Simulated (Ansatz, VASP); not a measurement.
Two plane-wave programs on MgTe

```
Mg Te
1.0
     4.71496    0.00000    0.00000
    -2.35748    4.08328    0.00000
     0.00000    0.00000    7.27550
Mg Te
2 2
Direct
  0.33333 0.66667 0.99410
  0.66667 0.33333 0.49410
  0.33333 0.66667 0.38090
  0.66667 0.33333 0.88090
```

Change from the starting cell: epitaxial_xy strain +3.0%.

Alike in both runs: task single point; functional HSE06; k mesh 6 × 6 × 2; no spin polarisation.

```csv
,VASP,Ansatz
version,VASP 6.6.1,Ansatz 0.2.0
potentials or method,"VASP PAW PBE potentials, release 64 (Mg, Te)","plane waves, PAW"
plane-wave cutoff (eV),520,420
occupations,"gaussian, width 0.01 eV",fixed
valence electrons in the cell,16,52
```

Ansatz gave:

| Item | Value |
| --- | --- |
| gap on the k mesh at the Fermi level (eV) | 2.95 |
| pressure (GPa) | -1.3 |
| traceless stress, the component that is largest in VASP (GPa) | 1.18 |
| rms of the force components (eV/Å) | 0.001 |

Task: Estimate VASP's values.

Result: gap on the k mesh at the Fermi level (eV): 2.84; pressure (GPa): -1.5; traceless stress, the component that is largest in VASP (GPa): 1.18; rms of the force components (eV/Å): 0.004.

Atom by atom the forces differ by 0.002 eV/Å (rms over components). VASP's potentials hold 16 valence electrons a cell and Ansatz's 52, so a difference there can come from the potentials and not from the codes. Ansatz's warnings: stress exchange threshold loose, stress scf threshold loose.

The k mesh is coarse, so the values compare programs but aren't converged. Neither program's run includes spin-orbit coupling.
